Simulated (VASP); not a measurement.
Input of a VASP 6.6.1 run:

POSCAR

```
Ge
1.0
    0.0000000000      2.8360149687      2.8360149687
    2.8360149687      0.0000000000      2.8360149687
    2.8360149687      2.8360149687      0.0000000000
Ge
2
Direct
    0.5000000000      0.5000000000      0.5000000000
    0.7500000000      0.7500000000      0.7500000000
```

Contents of INCAR.step1:

```
SYSTEM = Ge
PREC = Accurate
ENCUT = 520
ISMEAR = -1
SIGMA = 0.05
LREAL = .False.
LASPH = .True.
NELM = 100
NBANDS = 21
GGA = PE
ALGO = Normal
EDIFF = 1E-4
LWAVE = .True.
LCHARG = .False.
```

INCAR.step2

```
SYSTEM = Ge
PREC = Accurate
ENCUT = 520
EDIFF = 1E-7
ISMEAR = -1
SIGMA = 0.05
LREAL = .False.
LASPH = .True.
NELM = 100
ALGO = Normal
ISIF = 2
LWAVE = .False.
LCHARG = .False.
METAGGA = R2SCAN
LMIXTAU = .True.
NBANDS = 21
ISTART = 1
```

File KPOINTS:

```
Automatic mesh
0
Gamma
  10 10 10
  0 0 0
```

Potentials or basis: VASP PAW PBE potentials, release 64 (Ge_d).

The run is started by

```bash
$ cat potpaw_PBE.64/Ge_d/POTCAR > POTCAR
$ cp INCAR.step1 INCAR
$ mpirun -np 1 vasp_std > vasp.out
$ cp INCAR.step2 INCAR
$ mpirun -np 1 vasp_std > vasp.out
```

(1) Predict the pressure.

(2) Predict the band gap on the k mesh.

Results:

(1) 0.1 GPa.

(2) 0.33 eV.

Caveat: the PAW data sets were made with another functional, which shifts forces and pressure a little.
